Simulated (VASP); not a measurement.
# Al2Au (I4/mmm) in VASP: further runs, part 2 of 2

VASP 6.6.1.

## (3) Electric field gradients, LDA (zz strain of +2 %)

INCAR

```
SYSTEM = Al2Au
PREC = Accurate
ENCUT = 520
EDIFF = 1E-8
ISMEAR = -1
SIGMA = 0.05
LREAL = .False.
LASPH = .True.
NELM = 60
ALGO = Normal
ISIF = 2
LWAVE = .False.
LCHARG = .False.
GGA = CA
LEFG = .True.
NBANDS = 16
```

KPOINTS

```
regular mesh
0
Gamma
  11 11 11
  0 0 0
```

POSCAR

```
Al2Au
1.0
    0.0000000000      3.0000000000      3.0600000000
    3.0000000000      0.0000000000      3.0600000000
    3.0000000000      3.0000000000      0.0000000000
Al Au
2 1
Direct
    0.2500000000      0.2500000000      0.2500000000
    0.7500000000      0.7500000000      0.7500000000
    0.0000000000      0.0000000000      0.0000000000
```

Potentials or basis: VASP PAW LDA potentials, release 64 (Al, Au).

Run with:

```sh
cat potpaw_LDA.64/Al/POTCAR potpaw_LDA.64/Au/POTCAR > POTCAR
mpirun -np 1 vasp_std > vasp.out
```

OUTCAR:

```text
SYSTEM = Al2Au
   PREC = Accurate
   ENCUT = 520
   EDIFF = 1E-8
   ISMEAR = -1
   LREAL = .False.
   LASPH = .True.
   NELM = 60
   ISIF = 2
   GGA = CA

 ion  position               nearest neighbor table
   1  0.250  0.250  0.250-   3 2.62   3 2.62   3 2.62   3 2.62   2 3.00   2 3.00   2 3.00   2 3.00
                             2 3.06   2 3.06
   2  0.750  0.750  0.750-   3 2.62   3 2.62   3 2.62   3 2.62   1 3.00   1 3.00   1 3.00   1 3.00
                             1 3.06   1 3.06
   3  0.000  0.000  0.000-   2 2.62   2 2.62   2 2.62   1 2.62   2 2.62   1 2.62   1 2.62   1 2.62

  LATTYP: Found a body centered tetragonal cell.
 ALAT       =     4.2426406871
 C/A-ratio  =     1.4424978336

  Lattice vectors:

 A1 = (  -3.0000000000,   0.0000000000,   3.0600000000)
 A2 = (   3.0000000000,   0.0000000000,   3.0600000000)
 A3 = (   0.0000000000,   3.0000000000,  -3.0600000000)

Analysis of symmetry for initial positions (statically):
=====================================================================
 Subroutine PRICEL returns:
 Original cell was already a primitive cell.

 Routine SETGRP: Setting up the symmetry group for a
 body centered tetragonal supercell.

 Subroutine GETGRP returns: Found 16 space group operations
 (whereof 16 operations were pure point group operations)
 out of a pool of 16 trial point group operations.

The static configuration has the point symmetry D_4h.

Analysis of symmetry for dynamics (positions and initial velocities):
=====================================================================
 Subroutine PRICEL returns:
 Original cell was already a primitive cell.

 Routine SETGRP: Setting up the symmetry group for a
[... 616 lines left out ...]
     16      16.0193      0.00000

 [... further k-points ...]

------------------------ aborting loop because EDIFF is reached ----------------------------------------

  FORCE on cell =-STRESS in cart. coord.  units (eV):
  Direction    XX          YY          ZZ          XY          YZ          ZX
  --------------------------------------------------------------------------------------
  -------------------------------------------------------------------------------------
  Total       -1.3984009     -1.3984009     -1.7322726      0.0000000      0.0000000      0.0000000
  in kB      -40.6769458    -40.6769458    -50.3886677      0.0000000      0.0000000      0.0000000
  external PRESSURE =     -43.9141864 kB  Pullay stress =       0.0000000 kB

 VOLUME and BASIS-vectors are now :
 -----------------------------------------------------------------------------
  energy-cutoff  :      520.00
  volume of cell :       55.08
      direct lattice vectors                 reciprocal lattice vectors
     0.000000000  3.000000000  3.060000000    -0.166666667  0.166666667  0.163398693
     3.000000000  0.000000000  3.060000000     0.166666667 -0.166666667  0.163398693
     3.000000000  3.000000000  0.000000000     0.166666667  0.166666667 -0.163398693

 POSITION                                       TOTAL-FORCE (eV/Angst)
 -----------------------------------------------------------------------------------
      1.50000      1.50000      1.53000        -0.000000      0.000000     -0.000000
      4.50000      4.50000      4.59000         0.000000     -0.000000      0.000000
      0.00000      0.00000      0.00000         0.000000      0.000000     -0.000000
 -----------------------------------------------------------------------------------
    total drift:                                0.000000     -0.000000      0.000000

  FREE ENERGIE OF THE ION-ELECTRON SYSTEM (eV)
  ---------------------------------------------------
  free  energy   TOTEN  =       -14.2569029125 eV

  energy  without entropy=      -14.2485320812  energy(sigma->0) =      -14.25271750

 Electric field gradients (V/A^2)
---------------------------------------------------------------------
 ion       V_xx      V_yy      V_zz      V_xy      V_xz      V_yz
---------------------------------------------------------------------
   1      -0.262    -0.262     0.523     0.000     0.000     0.000
   2      -0.262    -0.262     0.523     0.000     0.000     0.000
   3       9.254     9.254   -18.507     0.000    -0.000    -0.000
---------------------------------------------------------------------

 Electric field gradients after diagonalization (V/A^2)
 (convention: |V_zz| > |V_xx| > |V_yy|)
----------------------------------------------------------------------
 ion       V_xx      V_yy      V_zz     asymmetry (V_yy - V_xx)/ V_zz
----------------------------------------------------------------------
   1      -0.262    -0.262     0.523       0.000
   2      -0.262    -0.262     0.523       0.000
   3       9.254     9.254   -18.507       0.000
----------------------------------------------------------------------

           NMR quadrupolar parameters

 Cq : quadrupolar parameter    Cq=e*Q*V_zz/h
 eta: asymmetry parameters     (V_yy - V_xx)/ V_zz
 Q  : nuclear electric quadrupole moment in mb (millibarn)
----------------------------------------------------------------------
 ion       Cq(MHz)       eta       Q (mb)
----------------------------------------------------------------------
   1       0.001       0.000       1.000
   2       0.001       0.000       1.000
   3      -0.045       0.000       1.000
----------------------------------------------------------------------
```

Run time: 83 s. Hardware: 1 thread of Intel Xeon 8259CL, shared host; peak memory 0.23 GiB.

Results:

* Free energy: -14.2569 eV
* Pressure: -4.4 GPa
* Band gap on the k mesh: zero (an odd number of electrons rules out a gap without spin polarisation)
* Largest electric field gradient by atom: Al +0.5; Au -18.5 V/Å²

Electric field gradients, principal values (V/Å²):
| atom | least | middle | greatest (by size) |
| --- | --- | --- | --- |
| 1 Al | -0.262 | -0.262 | 0.523 |
| 2 Al | -0.262 | -0.262 | 0.523 |
| 3 Au | 9.254 | 9.254 | -18.507 |

Caveat: the cell differs from its parent crystal (zz strain of +2 %); the cell stands under tension; without QUAD_EFG the Cq values of the log hold for a quadrupole moment of 1 mb, not for the nuclei; spin-orbit coupling is left out, which moves the levels of the heavy elements.
